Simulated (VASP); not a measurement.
# Ga (I4/mmm) in VASP: a series of runs, part 2 of 2

VASP 6.6.1. The steps go on from the part before.

**4. Electric field gradients, PBE (16.70 Å³/atom)**

This run uses another cell than the first one, of 16.70 Å³/atom.

The input, INCAR:

```
PREC = Accurate
ENCUT = 520
EDIFF = 1E-8
ISMEAR = -1
SIGMA = 0.05
LREAL = False
LASPH = True
NELM = 60
ALGO = Normal
ISIF = 2
LWAVE = False
LCHARG = False
GGA = PE
LEFG = True
ISYM = 0
NBANDS = 12
```

The input, KPOINTS:

```
Automatic mesh
0
Gamma
  14 14 16
```

The input, POSCAR:

```
Ga
1.0
   -1.3801987918      1.3801987918      2.1912130391
    1.3801987918     -1.3801987918      2.1912130391
    1.3801987918      1.3801987918     -2.1912130391
Ga
1
Direct
    0.0000000000      0.0000000000      0.0000000000
```

Potentials or basis: VASP PAW PBE potentials, release 64 (Ga_d).

Run with:

```console
cat potpaw_PBE.64/Ga_d/POTCAR > POTCAR
mpirun -np 1 vasp_std > vasp.out
```

OUTCAR:

```text
PREC = Accurate
   ENCUT = 520
   EDIFF = 1E-8
   ISMEAR = -1
   LREAL = False
   LASPH = True
   NELM = 60
   ISIF = 2
   GGA = PE
   ISYM = 0

 ion  position               nearest neighbor table
   1  0.000  0.000  0.000-

IMPORTANT INFORMATION: All symmetrisations will be switched off!
NOSYMM: (Re-)initialisation of all symmetry stuff for point group C_1.

----------------------------------------------------------------------------------------

                                     Primitive cell

  volume of cell :      16.6966

  direct lattice vectors                    reciprocal lattice vectors
    -1.380198792  1.380198792  2.191213039     0.000000000  0.362266655  0.228184111
     1.380198792 -1.380198792  2.191213039     0.362266655  0.000000000  0.228184111
     1.380198792  1.380198792 -2.191213039     0.362266655  0.362266655  0.000000000

  length of vectors
     2.934503705  2.934503705  2.934503705     0.428141470  0.428141470  0.512322417

  position of ions in fractional coordinates (direct lattice)
     0.000000000  0.000000000  0.000000000

  ion indices of the primitive-cell ions
   primitive index   ion index
                 1           1

----------------------------------------------------------------------------------------

 KPOINTS: Automatic mesh

Automatic generation of k-mesh.
 Grid dimensions read from file:
 generate k-points for:   14   14   16

 Generating k-lattice:

  Cartesian coordinates                     Fractional coordinates (reciprocal lattice)
     0.000000000  0.025876190  0.016298865     0.071428571  0.000000000  0.000000000
[... 148 lines left out ...]
     11      23.7425      0.00000
     12      24.3654      0.00000
[... 331 lines left out ...]
 k-point    24 :       0.0714    0.1429    0.0000
  band No.  band energies     occupation
      1      -8.3516      2.00000
      2      -8.2444      2.00000
      3      -8.2071      2.00000
      4      -8.1716      2.00000
      5      -8.0595      2.00000
      6      -4.3760      2.00000
      7      14.6471      0.00000
      8      17.1556      0.00000
      9      19.4674      0.00000
     10      22.4435      0.00000
     11      23.1103      0.00000
     12      25.4620      0.00000

 [... further k-points ...]

------------------------ aborting loop because EDIFF is reached ----------------------------------------

  FORCE on cell =-STRESS in cart. coord.  units (eV):
  Direction    XX          YY          ZZ          XY          YZ          ZX
  --------------------------------------------------------------------------------------
  -------------------------------------------------------------------------------------
  Total        0.9080412      0.9080412      0.8228115      0.0225495      0.0113699      0.0113699
  in kB       87.1341195     87.1341182     78.9556212      2.1638096      1.0910352      1.0910363
  external PRESSURE =      84.4079530 kB  Pullay stress =       0.0000000 kB

 VOLUME and BASIS-vectors are now :
 -----------------------------------------------------------------------------
  energy-cutoff  :      520.00
  volume of cell :       16.70
      direct lattice vectors                 reciprocal lattice vectors
    -1.380198792  1.380198792  2.191213039     0.000000000  0.362266655  0.228184111
     1.380198792 -1.380198792  2.191213039     0.362266655  0.000000000  0.228184111
     1.380198792  1.380198792 -2.191213039     0.362266655  0.362266655  0.000000000

 POSITION                                       TOTAL-FORCE (eV/Angst)
 -----------------------------------------------------------------------------------
      0.00000      0.00000      0.00000        -0.000000     -0.000000     -0.000000
 -----------------------------------------------------------------------------------
    total drift:                               -0.000000     -0.000000     -0.000000

  FREE ENERGIE OF THE ION-ELECTRON SYSTEM (eV)
  ---------------------------------------------------
  free  energy   TOTEN  =        -2.8374990907 eV

  energy  without entropy=       -2.8347406918  energy(sigma->0) =       -2.83611989

 Electric field gradients (V/A^2)
---------------------------------------------------------------------
 ion       V_xx      V_yy      V_zz      V_xy      V_xz      V_yz
---------------------------------------------------------------------
   1     -10.697   -10.697    21.394    -1.030    -0.096    -0.096
---------------------------------------------------------------------

 Electric field gradients after diagonalization (V/A^2)
 (convention: |V_zz| > |V_xx| > |V_yy|)
----------------------------------------------------------------------
 ion       V_xx      V_yy      V_zz     asymmetry (V_yy - V_xx)/ V_zz
----------------------------------------------------------------------
   1     -11.727    -9.667    21.394       0.096
----------------------------------------------------------------------

           NMR quadrupolar parameters

 Cq : quadrupolar parameter    Cq=e*Q*V_zz/h
 eta: asymmetry parameters     (V_yy - V_xx)/ V_zz
 Q  : nuclear electric quadrupole moment in mb (millibarn)
----------------------------------------------------------------------
 ion       Cq(MHz)       eta       Q (mb)
----------------------------------------------------------------------
   1       0.052       0.096       1.000
----------------------------------------------------------------------
```

stdout:

```text
POSCAR found type information on POSCAR Ga
 POSCAR found :  1 types and       1 ions
 scaLAPACK will be used
 LDA part: xc-table for (Slater+PW92), standard interpolation
 -----------------------------------------------------------------------------
|                                                                             |
|           W    W    AA    RRRRR   N    N  II  N    N   GGGG   !!!           |
[... 17 lines left out ...]
 FFT: planning ... GRIDC
 FFT: planning ... GRID_SOFT
 FFT: planning ... GRID
 WAVECAR not read
 entering main loop
ion   1

     0.0000481     0.9488894     0.0892122   -17.2399947     0.0892112    -0.0000002
     0.0000628     0.9488769     0.0892112   -17.2396954     0.0892102    -0.0000002
     0.0000820     0.9488582     0.0892098   -17.2392424     0.0892088    -0.0000002
     0.0001070     0.9488303     0.0892076   -17.2385609     0.0892066    -0.0000002
```

Run time: 6.6 min. Hardware: 1 thread of Oxide Virtual Turin-like, shared host; peak memory 0.36 GiB.

Results:

```yaml
Free_energy: -2.8375 eV
Pressure: 8.4 GPa
Band_gap_on_the_k_mesh: zero (an odd number of electrons rules out a gap without spin polarisation)
Largest_electric_field_gradient_by_atom: Ga +21.4 V/Å²
```

Stress tensor (GPa, compression positive):
```
8.71 0.22 0.11
0.22 8.71 0.11
0.11 0.11 7.90
```

Levels at points of the mesh, in eV from the Fermi level:
```csv
k point,band 3,band 4,band 5,band 6,band 7,band 8,band 9,band 10
"(0.00, 0.00, 0.00)",-15.04,-15.01,-14.86,-12.08,13.58,13.58,13.68,16.66
"(0.50, 0.00, 0.00)",-15.03,-14.82,-14.77,-5.06,-4.61,9.08,12.43,13.20
"(0.00, 0.50, 0.00)",-15.03,-14.82,-14.77,-5.06,-4.61,9.08,12.43,13.20
"(0.50, 0.50, 0.00)",-14.82,-14.81,-14.69,-2.48,-1.23,4.24,5.16,8.34
"(0.00, 0.00, 0.50)",-14.81,-14.81,-14.69,-2.48,-1.23,4.24,5.16,8.34
"(0.50, 0.00, 0.50)",-15.03,-14.82,-14.77,-5.06,-4.61,9.08,12.43,13.20
"(0.00, 0.50, 0.50)",-15.03,-14.82,-14.77,-5.06,-4.61,9.08,12.43,13.20
"(0.50, 0.50, 0.50)",-14.78,-14.77,-14.77,-3.97,-3.86,6.74,6.74,9.98
```

Electric field gradients, principal values (V/Å²):
```
atom   least   middle  greatest (by size)
1 Ga  -9.667  -11.727              21.394
```

Caveat: the cell stands under pressure; without QUAD_EFG the Cq values of the log hold for a quadrupole moment of 1 mb, not for the nuclei.

**5. Electric field gradients, PBE (equal xx and yy strain of +3 %)**

The input, INCAR:

```
SYSTEM = Ga
PREC = Accurate
ENCUT = 520
EDIFF = 1E-8
ISMEAR = -1
SIGMA = 0.05
LREAL = .False.
LASPH = .True.
NELM = 80
ALGO = Normal
ISIF = 2
LWAVE = .False.
LCHARG = .False.
GGA = PE
LEFG = .True.
ISYM = 0
NBANDS = 12
```

The input, KPOINTS:

```
Automatic mesh
0
Gamma
  14 14 16
  0 0 0
```

The input, POSCAR:

```
Ga
1.0
   -1.4461200000      1.4461200000      2.2290000000
    1.4461200000     -1.4461200000      2.2290000000
    1.4461200000      1.4461200000     -2.2290000000
Ga
1
Direct
    0.0000000000      0.0000000000      0.0000000000
```

Potentials or basis: VASP PAW PBE potentials, release 64 (Ga_d).

Run with:

```console
cat potpaw_PBE.64/Ga_d/POTCAR > POTCAR
mpirun -np 1 vasp_std > vasp.out
```

OUTCAR:

```text
SYSTEM = Ga
   PREC = Accurate
   ENCUT = 520
   EDIFF = 1E-8
   ISMEAR = -1
   LREAL = .False.
   LASPH = .True.
   NELM = 80
   ISIF = 2
   GGA = PE
   ISYM = 0

 ion  position               nearest neighbor table
   1  0.000  0.000  0.000-

IMPORTANT INFORMATION: All symmetrisations will be switched off!
NOSYMM: (Re-)initialisation of all symmetry stuff for point group C_1.

----------------------------------------------------------------------------------------

                                     Primitive cell

  volume of cell :      18.6457

  direct lattice vectors                    reciprocal lattice vectors
    -1.446120000  1.446120000  2.229000000     0.000000000  0.345752773  0.224315837
     1.446120000 -1.446120000  2.229000000     0.345752773  0.000000000  0.224315837
     1.446120000  1.446120000 -2.229000000     0.345752773  0.345752773  0.000000000

  length of vectors
     3.025056546  3.025056546  3.025056546     0.412143876  0.412143876  0.488968261

  position of ions in fractional coordinates (direct lattice)
     0.000000000  0.000000000  0.000000000

  ion indices of the primitive-cell ions
   primitive index   ion index
                 1           1

----------------------------------------------------------------------------------------

 KPOINTS: Automatic mesh

Automatic generation of k-mesh.
 Grid dimensions read from file:
 generate k-points for:   14   14   16

 Generating k-lattice:

  Cartesian coordinates                     Fractional coordinates (reciprocal lattice)
[... 148 lines left out ...]
     11      21.6699      0.00000
     12      22.1003      0.00000
[... 331 lines left out ...]
 k-point    24 :       0.0714    0.1429    0.0000
  band No.  band energies     occupation
      1      -9.2863      2.00000
      2      -9.2212      2.00000
      3      -9.1978      2.00000
      4      -9.1619      2.00000
      5      -9.0871      2.00000
      6      -4.6424      2.00000
      7      12.8397      0.00000
      8      15.1060      0.00000
      9      17.5108      0.00000
     10      20.6325      0.00000
     11      21.3224      0.00000
     12      23.1027      0.00000

 [... further k-points ...]

------------------------ aborting loop because EDIFF is reached ----------------------------------------

  FORCE on cell =-STRESS in cart. coord.  units (eV):
  Direction    XX          YY          ZZ          XY          YZ          ZX
  --------------------------------------------------------------------------------------
  -------------------------------------------------------------------------------------
  Total        0.0932437      0.0932438      0.0995734     -0.0026453      0.0238720      0.0238720
  in kB        8.0121897      8.0121970      8.5560844     -0.2273001      2.0512613      2.0512615
  external PRESSURE =       8.1934904 kB  Pullay stress =       0.0000000 kB

 VOLUME and BASIS-vectors are now :
 -----------------------------------------------------------------------------
  energy-cutoff  :      520.00
  volume of cell :       18.65
      direct lattice vectors                 reciprocal lattice vectors
    -1.446120000  1.446120000  2.229000000     0.000000000  0.345752773  0.224315837
     1.446120000 -1.446120000  2.229000000     0.345752773  0.000000000  0.224315837
     1.446120000  1.446120000 -2.229000000     0.345752773  0.345752773  0.000000000

 POSITION                                       TOTAL-FORCE (eV/Angst)
 -----------------------------------------------------------------------------------
      0.00000      0.00000      0.00000        -0.000000      0.000000      0.000000
 -----------------------------------------------------------------------------------
    total drift:                               -0.000000      0.000000      0.000000

  FREE ENERGIE OF THE ION-ELECTRON SYSTEM (eV)
  ---------------------------------------------------
  free  energy   TOTEN  =        -2.8894853658 eV

  energy  without entropy=       -2.8863422660  energy(sigma->0) =       -2.88791382

 Electric field gradients (V/A^2)
---------------------------------------------------------------------
 ion       V_xx      V_yy      V_zz      V_xy      V_xz      V_yz
---------------------------------------------------------------------
   1      -7.500    -7.500    15.001    -0.304     0.143     0.143
---------------------------------------------------------------------

 Electric field gradients after diagonalization (V/A^2)
 (convention: |V_zz| > |V_xx| > |V_yy|)
----------------------------------------------------------------------
 ion       V_xx      V_yy      V_zz     asymmetry (V_yy - V_xx)/ V_zz
----------------------------------------------------------------------
   1      -7.807    -7.196    15.002       0.041
----------------------------------------------------------------------

           NMR quadrupolar parameters

 Cq : quadrupolar parameter    Cq=e*Q*V_zz/h
 eta: asymmetry parameters     (V_yy - V_xx)/ V_zz
 Q  : nuclear electric quadrupole moment in mb (millibarn)
----------------------------------------------------------------------
 ion       Cq(MHz)       eta       Q (mb)
----------------------------------------------------------------------
   1       0.036       0.041       1.000
----------------------------------------------------------------------
```

stdout:

```text
POSCAR found type information on POSCAR Ga
 POSCAR found :  1 types and       1 ions
 scaLAPACK will be used
 LDA part: xc-table for (Slater+PW92), standard interpolation
 -----------------------------------------------------------------------------
|                                                                             |
|           W    W    AA    RRRRR   N    N  II  N    N   GGGG   !!!           |
[... 17 lines left out ...]
 FFT: planning ... GRIDC
 FFT: planning ... GRID_SOFT
 FFT: planning ... GRID
 WAVECAR not read
 entering main loop
ion   1

     0.0000481     0.2770937    -0.1291517   -12.0385257    -0.1291510     0.0000003
     0.0000628     0.2770894    -0.1291491   -12.0383232    -0.1291483     0.0000003
     0.0000820     0.2770828    -0.1291450   -12.0380171    -0.1291443     0.0000003
     0.0001070     0.2770730    -0.1291389   -12.0375568    -0.1291381     0.0000003
```

It took 6.9 min on 1 thread of Oxide Virtual Turin-like, shared host; peak memory 0.39 GiB.

What came out:

* Free energy: -2.8895 eV
* Pressure: 0.8 GPa
* Band gap on the k mesh: zero (an odd number of electrons rules out a gap without spin polarisation)
* Largest electric field gradient by atom: Ga +15.0 V/Å²

Stress tensor (GPa, compression positive):
```
 0.80 -0.02  0.21
-0.02  0.80  0.21
 0.21  0.21  0.86
```

Electric field gradients, principal values (V/Å²):
```
atom   least  middle  greatest (by size)
1 Ga  -7.196  -7.807              15.002
```

Caveat: the cell differs from its parent crystal (equal xx and yy strain of +3 %); without QUAD_EFG the Cq values of the log hold for a quadrupole moment of 1 mb, not for the nuclei.

**6. Summary**

| cell | gap on the mesh (eV) | pressure (GPa) |
| --- | --- | --- |
| a = 3.019 Å, angles 124.6, 124.6, 82.3°, 1 atom | none | 3.1 |
| a = 2.946 Å, angles 124.9, 124.9, 81.7°, 1 atom | none | 9.2 |
| a = 2.935 Å, angles 123.9, 123.9, 83.4°, 1 atom | none | 8.4 |
| a = 3.025 Å, angles 122.9, 122.9, 85.1°, 1 atom | none | 0.8 |

Alike in all rows: task electric field gradients; level PBE; potentials or basis VASP PAW PBE potentials, release 64 (Ga_d); no spin polarisation; k mesh 14 × 14 × 16; cutoff (eV) 520; smearing fermi-dirac 0.05 eV.

Caveats: the cell stands under pressure (at least some runs).

Absolute energies hang on the potentials; compare differences alone.
